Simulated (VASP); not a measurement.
Write the native input for VASP 6.6.1 that does the following.

* Task: density of states
* Functional: LDA
* Potentials or basis: VASP PAW LDA potentials, release 64 (Sr_sv)
* Cutoff: 520 eV
* k mesh: 12 × 12 × 12
* Occupations: gaussian, width 0.05 eV
* Spin: no spin polarisation
* Dipole correction: no
* k mesh for the DOS: 18 × 18 × 18
* Occupations for the DOS: tetrahedron
* Further INCAR settings: ALGO = Normal; EDIFF = 1e-06

The system is Sr.

```
Sr
1.0
     0.00000    2.89726    2.89726
     2.89726    0.00000    2.89726
     2.89726    2.89726    0.00000
Sr
1
Direct
  0.00000 0.00000 0.00000
```

The input as run:

POSCAR

```
Sr
1.0
    0.0000000000      2.8972602709      2.8972602709
    2.8972602709      0.0000000000      2.8972602709
    2.8972602709      2.8972602709      0.0000000000
Sr
1
Direct
    0.0000000000      0.0000000000      0.0000000000
```

INCAR.step1

```
PREC     = Accurate       # precision mode
ENCUT    = 520            # plane-wave cutoff, eV
EDIFF    = 1E-6           # SCF threshold, eV
ISMEAR   = 0              # smearing method
SIGMA    = 0.05           # smearing width, eV
LREAL    = False          # projectors in reciprocal space
LASPH    = True           # aspherical terms in the spheres
NELM     = 80             # most SCF steps
ALGO     = Normal         # electronic algorithm
ISIF     = 2              # what is computed and relaxed
LWAVE    = False          # write WAVECAR
LCHARG   = True           # write CHGCAR
NBANDS   = 11             # bands
```

KPOINTS.step1

```
Automatic mesh
0
Gamma
  12 12 12
```

INCAR.step2

```
PREC     = Accurate       # precision mode
ENCUT    = 520            # plane-wave cutoff, eV
EDIFF    = 1E-6           # SCF threshold, eV
ISMEAR   = -5             # smearing method
SIGMA    = 0.05           # smearing width, eV
LREAL    = False          # projectors in reciprocal space
LASPH    = True           # aspherical terms in the spheres
NELM     = 80             # most SCF steps
ALGO     = Normal         # electronic algorithm
ISIF     = 2              # what is computed and relaxed
LWAVE    = False          # write WAVECAR
LCHARG   = False          # write CHGCAR
LORBIT   = 10             # projections on sites
NEDOS    = 1001           # points of the DOS
ICHARG   = 11             # starting density
```

KPOINTS.step2

```
Automatic mesh
0
Gamma
  18 18 18
```

Potentials or basis: VASP PAW LDA potentials, release 64 (Sr_sv).

Launch:

```bash
$ cat potpaw_LDA.64/Sr_sv/POTCAR > POTCAR
$ cp INCAR.step1 INCAR
$ cp KPOINTS.step1 KPOINTS
$ mpirun -np 1 vasp_std > vasp.out
$ cp INCAR.step2 INCAR
$ cp KPOINTS.step2 KPOINTS
$ mpirun -np 1 vasp_std > vasp.out
```

Results of the run:

```yaml
Valence_electrons_inside_the_program's_atomic_spheres: Sr 7.94
```

Run time: 29 s on 1 thread of Intel(R) Xeon(R) 6975P-C (Granite Rapids) (shared host), peak memory 0.21 GiB.
